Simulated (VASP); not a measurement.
Input of a VASP 6.6.1 run:

Contents of INCAR:

```
ALGO = Normal
EDIFF = 1E-7
ENCUT = 520
ISIF = 2
ISMEAR = 0
LASPH = T
LCHARG = T
LELF = T
LREAL = F
LVHAR = T
LWAVE = F
NBANDS = 34
NELM = 80
PREC = Accurate
SIGMA = 0.02
```

File KPOINTS:

```
k-points
0
Gamma
  6 6 4
```

The input POSCAR:

```
SiO2
1.0
    4.9379244286      0.0000000000      0.0000000000
   -2.4689622143      4.2763679972      0.0000000000
    0.0000000000      0.0000000000      5.5911532429
Si O
3 6
Direct
    0.0000000000      0.5000000000      0.3333333333
    0.5000000000      0.5000000000      0.6666666667
    0.5000000000      0.0000000000      0.0000000000
    0.5864469726      0.7932234863      0.8333333333
    0.7932234863      0.5864469726      0.5000000000
    0.7932234863      0.2067765137      0.1666666667
    0.4135530274      0.2067765137      0.8333333333
    0.2067765137      0.4135530274      0.5000000000
    0.2067765137      0.7932234863      0.1666666667
```

Potentials or basis: VASP PAW LDA potentials, release 64 (Si, O).

Command:

```sh
$ cat potpaw_LDA.64/Si/POTCAR potpaw_LDA.64/O/POTCAR > POTCAR
$ mpirun -np 1 vasp_std > vasp.out
```

(1) What does it give for the pressure?

(2) Estimate the band gap on the k mesh.

## Answers

(1) 5.6 GPa.

(2) 5.56 eV, indirect (least direct gap 5.69 eV).

Caveat: the cell differs from its parent crystal (biaxial strain in the a-b plane: -2.0 %).
